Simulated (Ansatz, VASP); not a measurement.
**MgB2 in VASP and in Ansatz**

Contents of INCAR:

```
SYSTEM = MgB2
PREC = Accurate ; ENCUT = 520
EDIFF = 1E-6 ; ISMEAR = -1
SIGMA = 0.05 ; LREAL = .FALSE.
LASPH = .TRUE. ; NELM = 100
ALGO = Normal ; ISIF = 2
LWAVE = .FALSE. ; LCHARG = .FALSE.
NBANDS = 11
```

File KPOINTS:

```
regular mesh
0
G
  15 15 12
  0 0 0
```

The input POSCAR:

```
MgB2
1.0
    3.0433063957      0.0000000000      0.0000000000
   -1.5216531979      2.6355806502      0.0000000000
    0.0000000000      0.0000000000      3.4753860552
Mg B
1 2
Direct
    0.0000000000      0.0000000000      0.0000000000
    0.3333333333      0.6666666667      0.5000000000
    0.6666666667      0.3333333333      0.5000000000
```

Input for Ansatz:

```yaml
crystal:
  lattice:
    - [3.0433063957, 0.0, 0.0]
    - [-1.5216531979, 2.6355806502, 0.0]
    - [0.0, 0.0, 3.4753860552]
  atoms:
    - { symbol: Mg, position: [0.0, 0.0, 0.0] }
    - { symbol: B, position: [0.3333333333, 0.6666666667, 0.5] }
    - { symbol: B, position: [0.6666666667, 0.3333333333, 0.5] }
kpoints:
  mp_grid: { grid: [15, 15, 12] }
  band_path:
    path:
      - [0.0, 0.0, 0.0]
      - [0.5, 0.0, 0.0]
      - [0.3333333333, 0.3333333333, 0.0]
      - [0.0, 0.0, 0.0]
      - [0.0, 0.0, 0.5]
      - [0.5, 0.0, 0.5]
      - [0.3333333333, 0.3333333333, 0.5]
      - [0.0, 0.0, 0.5]
      - [0.5, 0.0, 0.5]
    npoints: 5
scf:
  occupations: { method: fermi_dirac, width: 0.05 }
hamiltonian:
  xc: lda
  pseudopotentials: { kind: all_electron, lapw: { basis_error: 0.0005 } }
output:
  forces: true
  stress: true
  eigenvalues: true
```

Change from the starting cell: volume scaled by 0.96.

Alike in both runs: task single point; functional LDA; k mesh 15 × 15 × 12; occupations fermi-dirac, width 0.05 eV; no spin polarisation.

|  | VASP | Ansatz |
| --- | --- | --- |
| version | VASP 6.6.1 | Ansatz 0.2.0 |
| potentials or method | VASP PAW LDA potentials, release 64 (Mg, B), cutoff 520 eV | all-electron LAPW, scalar-relativistic |

|  | VASP | Ansatz | Ansatz less VASP |
| --- | --- | --- | --- |
| pressure (GPa) | -2.2 | -1.6 | +0.60 |
| traceless stress, the component that is largest in VASP (GPa) | 0.01 | 0.13 | +0.121 |

LDA's correlation is that of Perdew and Zunger in VASP and of Perdew and Wang (1992) in Ansatz. Ansatz ran all-electron here, and VASP with PAW potentials.
